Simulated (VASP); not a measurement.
# Si16Ge (a cell with a defect) in VASP: notebook

Runs on Si16Ge (a cell with a defect). Level: PBEsol. Tasks: single point.

All numbers are computed with VASP 6.6.1; they aren't measurements. Logs are shortened: lines on timing, memory, paths and dates and some standing lists are left out, and cuts for length are marked.

## 1. The cell of the first run

The cell holds a defect, 17 atoms: a = 7.679 Å, b = 7.679 Å, c = 7.679 Å, α = 60.00°, β = 60.00°, γ = 60.00°.

## 2. Single point, PBEsol

Input file INCAR:

```
SYSTEM = Si16Ge
ALGO     = Normal         ! electronic algorithm
EDIFF    = 1E-6           ! SCF threshold, eV
ENCUT    = 520            ! plane-wave cutoff, eV
GGA      = PS             ! functional
ISIF     = 2              ! what is computed and relaxed
ISMEAR   = 0              ! smearing method
LASPH    = .TRUE.         ! aspherical terms in the spheres
LCHARG   = .FALSE.        ! write CHGCAR
LREAL    = Auto         
LWAVE    = .FALSE.        ! write WAVECAR
NBANDS   = 53             ! bands
NELM     = 100            ! most SCF steps
PREC     = Accurate       ! precision mode
SIGMA    = 0.05           ! smearing width, eV
```

Input file KPOINTS:

```
k-points
0
G
  2 2 2
  0 0 0
```

Input file POSCAR:

```
Si16Ge
1.0
    0.0000000000      5.4300000000      5.4300000000
    5.4300000000      0.0000000000      5.4300000000
    5.4300000000      5.4300000000      0.0000000000
Si Ge
16 1
Direct
   -0.0038406077     -0.0019308471     -0.0042916206
    0.1346592081      0.0965732044      0.1345135359
   -0.0049551565     -0.0015337937      0.5103884899
    0.1187314917      0.1322732965      0.6242325967
    0.0131519337      0.4618471455      0.0132456722
    0.1170073665      0.6179292818      0.1164712707
   -0.0148128913      0.5032406998      0.5057044199
    0.1149628913      0.6185221915      0.6499752302
    0.5105206262     -0.0017567219     -0.0051318600
    0.6246452118      0.1321487109      0.1182284530
    0.4917716390      0.0237863720      0.4912664825
    0.6238079190      0.1324116022      0.6236171271
    0.5059267956      0.5031645488     -0.0150420810
    0.6498751381      0.6182567219      0.1148911602
    0.5056489871      0.5032465930      0.5055322284
    0.6161598527      0.6513854512      0.6159303867
    0.2661615101      0.7028440147      0.2663292818
```

Potentials or basis: VASP PAW PBE potentials, release 64 (Si, Ge_d).

Launch:

```bash
$ cat potpaw_PBE.64/Si/POTCAR potpaw_PBE.64/Ge_d/POTCAR > POTCAR
$ mpirun -np 1 vasp_std > vasp.out
```

OUTCAR:

```text
SYSTEM = Si16Ge
   EDIFF = 1E-6
   ENCUT = 520
   GGA = PS
   ISIF = 2
   ISMEAR = 0
   LASPH = .TRUE.
   LREAL = Auto
   NELM = 100
   PREC = Accurate

 ion  position               nearest neighbor table
   1  0.996  0.998  0.996-   4 2.33  10 2.33   2 2.36   6 2.38  17 2.94
   2  0.135  0.097  0.135-   5 2.29   1 2.36   9 2.36   3 2.36  17 2.47
   3  0.995  0.998  0.510-  12 2.33   4 2.33   2 2.36   8 2.38  17 2.94
   4  0.119  0.132  0.624-   7 2.33   3 2.33   1 2.33  11 2.34
   5  0.013  0.462  0.013-   6 2.29  14 2.29   8 2.29   2 2.29
   6  0.117  0.618  0.116-   5 2.29   1 2.38  17 2.42  13 2.44   7 2.44
   7  0.985  0.503  0.506-  16 2.32   4 2.33   6 2.44   8 2.44  17 2.63
   8  0.115  0.619  0.650-   5 2.29   3 2.38  17 2.42   7 2.44  15 2.45
   9  0.511  0.998  0.995-  12 2.33  10 2.33   2 2.36  14 2.38  17 2.94
  10  0.625  0.132  0.118-  13 2.33   9 2.33   1 2.33  11 2.34
  11  0.492  0.024  0.491-  16 2.33  12 2.34   4 2.34  10 2.34
  12  0.624  0.132  0.624-  15 2.33   3 2.33   9 2.33  11 2.34
  13  0.506  0.503  0.985-  16 2.32  10 2.33   6 2.44  14 2.44  17 2.63
  14  0.650  0.618  0.115-   5 2.29   9 2.38  17 2.42  13 2.44  15 2.45
  15  0.506  0.503  0.506-  16 2.32  12 2.33  14 2.45   8 2.45  17 2.62
  16  0.616  0.651  0.616-   7 2.32  13 2.32  15 2.32  11 2.33
  17  0.266  0.703  0.266-   8 2.42  14 2.42   6 2.42   2 2.47  15 2.62   7 2.63  13 2.63   3 2.94
                             9 2.94   1 2.94

  LATTYP: Found a face centered cubic cell.
 ALAT       =    10.8600000000

  Lattice vectors:

 A1 = (   0.0000000000,   5.4300000000,   5.4300000000)
 A2 = (   5.4300000000,   0.0000000000,   5.4300000000)
 A3 = (   5.4300000000,   5.4300000000,   0.0000000000)

Analysis of symmetry for initial positions (statically):
=====================================================================
 Subroutine PRICEL returns:
 Original cell was already a primitive cell.

 Routine SETGRP: Setting up the symmetry group for a
 face centered cubic supercell.

 Subroutine GETGRP returns: Found  1 space group operations
 (whereof  1 operations were pure point group operations)
 out of a pool of 48 trial point group operations.

The static configuration has the point symmetry C_1 .

Analysis of symmetry for dynamics (positions and initial velocities):
=====================================================================
 Subroutine PRICEL returns:
 Original cell was already a primitive cell.

 Routine SETGRP: Setting up the symmetry group for a
 face centered cubic supercell.

 Subroutine GETGRP returns: Found  1 space group operations
 (whereof  1 operations were pure point group operations)
 out of a pool of 48 trial point group operations.

The dynamic configuration has the point symmetry C_1 .

 Subroutine INISYM returns: Found  1 space group operations
 (whereof  1 operations are pure point group operations),
 and found     1 'primitive' translations

----------------------------------------------------------------------------------------

                                     Primitive cell

  volume of cell :     320.2060

  direct lattice vectors                    reciprocal lattice vectors
     0.000000000  5.430000000  5.430000000    -0.092081031  0.092081031  0.092081031
     5.430000000  0.000000000  5.430000000     0.092081031 -0.092081031  0.092081031
     5.430000000  5.430000000  0.000000000     0.092081031  0.092081031 -0.092081031

  length of vectors
     7.679179644  7.679179644  7.679179644     0.159489025  0.159489025  0.159489025

  position of ions in fractional coordinates (direct lattice)
     0.996159392  0.998069153  0.995708379
     0.134659208  0.096573204  0.134513536
     0.995044843  0.998466206  0.510388490
     0.118731492  0.132273297  0.624232597
     0.013151934  0.461847146  0.013245672
     0.117007366  0.617929282  0.116471271
[... 9 lines left out ...]
     0.616159853  0.651385451  0.615930387
     0.266161510  0.702844015  0.266329282

  ion indices of the primitive-cell ions
   primitive index   ion index
                 1           1
                 2           2
                 3           3
                 4           4
                 5           5
                 6           6
[... 9 lines left out ...]
                16          16
                17          17

----------------------------------------------------------------------------------------

 KPOINTS: k-points

Automatic generation of k-mesh.
 Grid dimensions read from file:
 generate k-points for:    2    2    2

 Generating k-lattice:

  Cartesian coordinates                     Fractional coordinates (reciprocal lattice)
    -0.046040516  0.046040516  0.046040516     0.500000000  0.000000000  0.000000000
     0.046040516 -0.046040516  0.046040516     0.000000000  0.500000000  0.000000000
     0.046040516  0.046040516 -0.046040516     0.000000000  0.000000000  0.500000000

  Length of vectors
     0.079744512  0.079744512  0.079744512

  Shift w.r.t. Gamma in fractional coordinates (k-lattice)
     0.000000000  0.000000000  0.000000000

 Subroutine IBZKPT returns following result:
 ===========================================

 Found      8 irreducible k-points:

 Following reciprocal coordinates:
            Coordinates               Weight
  0.000000  0.000000  0.000000      1.000000
  0.500000  0.000000  0.000000      1.000000
  0.000000  0.500000  0.000000      1.000000
  0.000000  0.000000  0.500000      1.000000
  0.500000  0.500000  0.500000      1.000000
  0.500000  0.500000  0.000000      1.000000
  0.000000  0.500000  0.500000      1.000000
  0.500000  0.000000  0.500000      1.000000
   k-points           NKPTS =      8   k-points in BZ     NKDIM =      8   number of bands    NBANDS=     53
   number of dos      NEDOS =    301   number of ions     NIONS =     17
   total plane-waves  NPLWV = 216000
   dimension x,y,z NGX =    60 NGY =   60 NGZ =   60
   dimension x,y,z NGXF=   120 NGYF=  120 NGZF=  120
   ions per type =              16   1
   NGX,Y,Z   is equivalent  to a cutoff of  12.99, 12.99, 12.99 a.u.
   NGXF,Y,Z  is equivalent  to a cutoff of  25.98, 25.98, 25.98 a.u.
 SYSTEM =  Si16Ge
   PREC   = accura    normal or accurate (medium, high low for compatibility)
   ISTART =      0    job   : 0-new  1-cont  2-samecut
   ICHARG =      2    charge: 1-file 2-atom 10-const
   ISPIN  =      1    spin polarized calculation?
   LNONCOLLINEAR =      F non collinear calculations
   LSORBIT =      F    spin-orbit coupling
   LASPH  =      T    aspherical Exc in radial PAW
   ENCUT  =  520.0 eV  38.22 Ry    6.18 a.u.  14.28 14.28 14.28*2*pi/ulx,y,z
   NELM   =    100;   NELMIN=  2; NELMDL= -5     # of ELM steps
   EDIFF  = 0.1E-05   stopping-criterion for ELM
   LREAL  =      T    real-space projection
   EDIFFG = 0.1E-04   stopping-criterion for IOM
   NSW    =      0    number of steps for IOM
   IBRION =     -1    ionic relax: 0-MD 1-quasi-New 2-CG
   NFREE  =      0    steps in history (QN), initial steepest desc. (CG)
   ISIF   =      2    stress and relaxation
   ISYM   =      2    0-nonsym 1-usesym 2-fastsym
   POTIM  = 0.5000    time-step for ionic-motion
   TEBEG  =    0.0;   TEEND  =   0.0 temperature during run
   PSTRESS=    0.0 pullay stress
   NELECT =      78.0000    total number of electrons
   NUPDOWN=      -1.0000    fix difference up-down
   EMIN   =  10.00;   EMAX   =-10.00  energy-range for DOS
   EFERMI =   0.00;   METHOD = LEGACY
   ISMEAR =     0;   SIGMA  =   0.05  broadening in eV -4-tet -1-fermi 0-gaus
   EFERMI_NEDOS =   21; number of points for ismear=-14 and -15
   IALGO  =     38    algorithm
   IMIX   =      4    mixing-type and parameters
     AMIX     =   0.40;   BMIX     =  1.00
     AMIX_MAG =   1.60;   BMIX_MAG =  1.00
  volume/ion in A,a.u.               =      18.84       127.11
  Fermi-wavevector in a.u.,A,eV,Ry     =   1.022421  1.932096 14.222785  1.045345
  Thomas-Fermi vector in A             =   2.156100
   LORBIT       =      0    0 simple, 1 ext, 2 COOP (PROOUT), +10 PAW based schemes
   GGA     = PS    functional components
   LHFCALC =     F    Hartree Fock is set to
   AEXX    =    0.0000 exact exchange contribution
   IVDW    =     0    specifies the selected vdW correction
   LEPSILON=     F    determine dielectric tensor
   LRPA    =     F    only Hartree local field effects (RPA)
 non-spin polarized calculation
 Gauss-broadening in eV      SIGMA  =   0.05
  energy-cutoff  :      520.00
  volume of cell :      320.21
 maximum number of plane-waves:      8646
 NGX is ok and might be reduce to    60
   NGX = 29   NGY = 29   NGZ = 29

 number of electron      78.0000000 magnetization

 Free energy of the ion-electron system (eV)
  ---------------------------------------------------
  ext. energy  EPLUGINS =         0.00000000
  ---------------------------------------------------
  free energy    TOTEN  =       -92.68348196 eV

  energy without entropy =      -92.67312859  energy(sigma->0) =      -92.67830528

 E-fermi :   6.7922     XC(G=0):  -9.8894

 val. band max:        6.6196716819   @ k =   0.0000   0.0000   0.0000
 cond. band min:       6.7960549422   @ k =   0.0000   0.0000   0.0000
 fundamental gap:      0.1763832603
 Fermi energy:         6.7921605580

 k-point     1 :       0.0000    0.0000    0.0000
  band No.  band energies     occupation
      1     -18.2529      2.00000
      2     -18.2509      2.00000
      3     -18.2502      2.00000
      4     -18.2361      2.00000
      5     -18.2355      2.00000
      6      -6.5832      2.00000
[... 43 lines left out ...]
     50       8.1190      0.00000
     51       8.8631      0.00000

 k-point     2 :       0.5000    0.0000    0.0000
  band No.  band energies     occupation
      1     -18.2529      2.00000
      2     -18.2509      2.00000
      3     -18.2502      2.00000
      4     -18.2361      2.00000
      5     -18.2355      2.00000
      6      -6.2423      2.00000
[... 316 lines left out ...]
 k-point     8 :       0.5000    0.0000    0.5000
  band No.  band energies     occupation
      1     -18.2529      2.00000
      2     -18.2509      2.00000
      3     -18.2502      2.00000
      4     -18.2361      2.00000
      5     -18.2355      2.00000
      6      -6.1429      2.00000
[... 43 lines left out ...]
     50      10.2151      0.00000
     51      10.3155      0.00000
 [bands above 51 left out]

------------------------ aborting loop because EDIFF is reached ----------------------------------------

  FORCE on cell =-STRESS in cart. coord.  units (eV):
  Direction    XX          YY          ZZ          XY          YZ          ZX
  --------------------------------------------------------------------------------------
  -------------------------------------------------------------------------------------
  Total        8.9415644      8.8948580      8.9377150      0.3548029      0.3646935     -0.2890687
  in kB       44.7398584     44.5061591     44.7205976      1.7752855      1.8247744     -1.4463791
  external PRESSURE =      44.6555383 kB  Pullay stress =       0.0000000 kB

 VOLUME and BASIS-vectors are now :
 -----------------------------------------------------------------------------
  energy-cutoff  :      520.00
  volume of cell :      320.21
      direct lattice vectors                 reciprocal lattice vectors
     0.000000000  5.430000000  5.430000000    -0.092081031  0.092081031  0.092081031
     5.430000000  0.000000000  5.430000000     0.092081031 -0.092081031  0.092081031
     5.430000000  5.430000000  0.000000000     0.092081031  0.092081031 -0.092081031

 POSITION                                       TOTAL-FORCE (eV/Angst)
 -----------------------------------------------------------------------------------
     10.82621     10.81584     10.82866        -0.001392      0.018234     -0.002992
      1.25480      1.46161      1.25559         0.098363     -0.090809      0.095828
      8.19308      8.17450     10.82477        -0.022233      0.000160      0.004013
      4.10783      4.03430      1.36296        -0.025276      0.021175     -0.029699
      2.57975      0.14334      2.57925         0.056868     -0.061374      0.056932
      3.98780      1.26779      3.99071         0.003883      0.086237      0.000059
[... 9 lines left out ...]
      6.88152      6.69025      6.88277        -0.027204      0.035727     -0.028976
      5.26261      2.89143      5.26170         0.170407     -0.165680      0.169192
 -----------------------------------------------------------------------------------
    total drift:                                0.003557      0.007535     -0.000629

  FREE ENERGIE OF THE ION-ELECTRON SYSTEM (eV)
  ---------------------------------------------------
  free  energy   TOTEN  =       -92.6834819618 eV

  energy  without entropy=      -92.6731285911  energy(sigma->0) =      -92.67830528
```

Run time: 93 s. Hardware: 1 thread of Intel Xeon 6975P-C (Granite Rapids), shared host; peak memory 0.49 GiB.

What came out:

```yaml
Free_energy: -92.6835 eV
Pressure: 4.5 GPa
Largest_force: 0.292 eV/Å
Band_gap_on_the_k_mesh: zero (bands 39 and 40 overlap by 0.23 eV)
```

Forces on the atoms (eV/Å):
```
Si  -0.001  0.018 -0.003
Si   0.098 -0.091  0.096
Si  -0.022  0.000  0.004
Si  -0.025  0.021 -0.030
Si   0.057 -0.061  0.057
Si   0.004  0.086  0.000
Si  -0.021  0.027 -0.024
Si  -0.109 -0.002  0.012
Si   0.004  0.001 -0.021
Si  -0.028  0.021 -0.022
Si  -0.030  0.041 -0.033
Si  -0.029  0.037 -0.028
Si  -0.029  0.026 -0.022
Si   0.013  0.001 -0.102
Si  -0.024  0.004 -0.025
Si  -0.027  0.036 -0.029
Ge   0.170 -0.166  0.169
```

Caveat: the k points lie up to 0.50 Å⁻¹ apart; the PAW data sets were made with another functional, which shifts forces and pressure a little.

## 3. Single point, PBEsol

Input file INCAR:

```
ALGO     = Normal         # electronic algorithm
EDIFF    = 1E-6           # SCF threshold, eV
ENCUT    = 520            # plane-wave cutoff, eV
GGA      = PS             # functional
ISIF     = 2              # what is computed and relaxed
ISMEAR   = 0              # smearing method
LASPH    = True           # aspherical terms in the spheres
LCHARG   = True           # write CHGCAR
LELF     = True           # ELF
LREAL    = Auto         
LVHAR    = True         
LWAVE    = False          # write WAVECAR
NBANDS   = 53             # bands
NELM     = 80             # most SCF steps
PREC     = Accurate       # precision mode
SIGMA    = 0.05           # smearing width, eV
```

Input file KPOINTS:

```
k-points
0
Gamma
  2 2 2
```

Input file POSCAR:

```
Si16Ge
1.0
    0.0000000000      5.4300000000      5.4300000000
    5.4300000000      0.0000000000      5.4300000000
    5.4300000000      5.4300000000      0.0000000000
Si Ge
16 1
Direct
   -0.0060511050     -0.0037741252     -0.0064569982
    0.1470285451      0.0591878453      0.1468088398
   -0.0068595764     -0.0034203499      0.5162658379
    0.1168288214      0.1376964088      0.6225312155
    0.0219952118      0.4348723757      0.0217679558
    0.1065893186      0.6220257827      0.1060524862
   -0.0170701657      0.5093721915      0.5034445672
    0.1051837937      0.6225329650      0.6660101289
    0.5164619705     -0.0036452118     -0.0070453959
    0.6228797422      0.1375690608      0.1164147330
    0.4876892265      0.0364383978      0.4872720994
    0.6222266114      0.1379818600      0.6220656538
    0.5036539595      0.5093497238     -0.0171073665
    0.6659918048      0.6222557090      0.1050746777
    0.5042233886      0.5093279926      0.5038837937
    0.6122418969      0.6634406077      0.6120976980
    0.2878706262      0.6373210866      0.2879446593
```

Potentials or basis: VASP PAW PBE potentials, release 64 (Si, Ge_d).

Launch:

```bash
$ cat potpaw_PBE.64/Si/POTCAR potpaw_PBE.64/Ge_d/POTCAR > POTCAR
$ mpirun -np 1 vasp_std > vasp.out
```

Wall time 99 s (1 thread of Intel Xeon 6975P-C (Granite Rapids), shared host); peak memory 0.49 GiB.

It converged, with:

| Property | Result |
| --- | --- |
| Free energy | -92.4872 eV |
| Pressure | 3.8 GPa |
| Largest force | 0.058 eV/Å |
| Band gap on the k mesh | zero (bands 39 and 40 overlap by 0.14 eV) |

Forces on the atoms (eV/Å):
```
Si  -0.002 -0.024 -0.005
Si  -0.022  0.032 -0.025
Si   0.020  0.004  0.004
Si   0.002 -0.008  0.002
Si  -0.030  0.033 -0.038
Si  -0.021 -0.030 -0.027
Si   0.011 -0.001  0.018
Si  -0.006  0.020 -0.007
Si   0.004  0.005  0.022
Si   0.005 -0.009  0.005
Si  -0.001  0.006 -0.002
Si  -0.003  0.006 -0.001
Si   0.002 -0.005  0.010
Si  -0.013  0.031  0.010
Si   0.006 -0.053  0.002
Si   0.016  0.001  0.012
Ge   0.033 -0.008  0.021
```

Stress tensor (GPa, compression positive):
```
 3.80  0.76 -0.72
 0.76  3.85  0.77
-0.72  0.77  3.81
```

Levels at points of the mesh, in eV from the Fermi level:
| k point | band 35 | band 36 | band 37 | band 38 | band 39 | band 40 | band 41 | band 42 | band 43 | band 44 |
| --- | --- | --- | --- | --- | --- | --- | --- | --- | --- | --- |
| (0.00, 0.00, 0.00) | -1.40 | -1.08 | -0.56 | -0.56 | -0.55 | -0.12 | -0.11 | 0.15 | 0.16 | 0.72 |
| (0.50, 0.00, 0.00) | -1.41 | -1.37 | -1.32 | -0.96 | -0.17 | 0.15 | 0.71 | 0.81 | 0.97 | 1.28 |
| (0.00, 0.50, 0.00) | -1.30 | -1.30 | -1.21 | -1.20 | -0.25 | 0.38 | 0.40 | 1.13 | 1.13 | 1.15 |
| (0.00, 0.00, 0.50) | -1.41 | -1.37 | -1.32 | -0.97 | -0.17 | 0.14 | 0.72 | 0.81 | 0.97 | 1.28 |
| (0.50, 0.50, 0.50) | -1.41 | -1.37 | -1.31 | -0.96 | -0.18 | 0.15 | 0.71 | 0.82 | 0.97 | 1.28 |
| (0.50, 0.50, 0.00) | -1.97 | -1.82 | -1.70 | -0.96 | 0.01 | 0.43 | 1.22 | 1.38 | 1.63 | 1.86 |
| (0.00, 0.50, 0.50) | -1.97 | -1.82 | -1.70 | -0.96 | 0.01 | 0.42 | 1.22 | 1.38 | 1.63 | 1.86 |
| (0.50, 0.00, 0.50) | -1.98 | -1.82 | -1.71 | -0.97 | 0.02 | 0.43 | 1.22 | 1.38 | 1.63 | 1.87 |

Caveat: the k points lie up to 0.50 Å⁻¹ apart; the PAW data sets were made with another functional, which shifts forces and pressure a little.

(Part 1 of 2 ends here.)
